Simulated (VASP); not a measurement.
Wanted: the native input for a VASP 6.6.1 run.

| Quantity | Value |
| --- | --- |
| Task | single point |
| Functional | PBEsol |
| Potentials or basis | VASP PAW PBE potentials, release 64 (Al) |
| Cutoff | 520 eV |
| k mesh | 20 × 20 × 20 |
| Occupations | gaussian, width 0.15 eV |
| Spin | no spin polarisation |
| Dipole correction | no |
| Further INCAR settings | ALGO = Normal; EDIFF = 1e-06; NBANDS = 8 |

The structure of Al lies in POSCAR:

```
Al
1.0
   -1.6548674376      1.6548674376      1.5912186900
    1.6548674376     -1.6548674376      1.5912186900
    1.6548674376      1.6548674376     -1.5912186900
Al
1
Direct
    0.0000000000      0.0000000000      0.0000000000
```

This cell differs from its parent crystal: strain +0.0400 x Voigt [1, 1, 0, 0, 0, 0].

One way to write it, as run:

INCAR

```
SYSTEM = Al
PREC = Accurate ; ENCUT = 520
EDIFF = 1E-6 ; ISMEAR = 0
SIGMA = 0.15 ; LREAL = .False.
LASPH = .True. ; NELM = 60
ALGO = Normal ; ISIF = 2
LWAVE = .False. ; LCHARG = .False.
GGA = PS ; NBANDS = 8
```

KPOINTS

```
Automatic mesh
0
Gamma
  20 20 20
  0 0 0
```

Potentials or basis: VASP PAW PBE potentials, release 64 (Al).

The run is started by

```sh
$ cat potpaw_PBE.64/Al/POTCAR > POTCAR
$ mpirun -np 1 vasp_std > vasp.out
```

It gave:

- Pressure: -3.3 GPa

Caveat: the cell differs from its parent crystal (strain +0.0400 x Voigt [1, 1, 0, 0, 0, 0]); the PAW data sets were made with another functional, which shifts forces and pressure a little.

Wall time 38 s on 1 thread of Intel Xeon 6975P-C (shared host), peak memory 0.19 GiB.
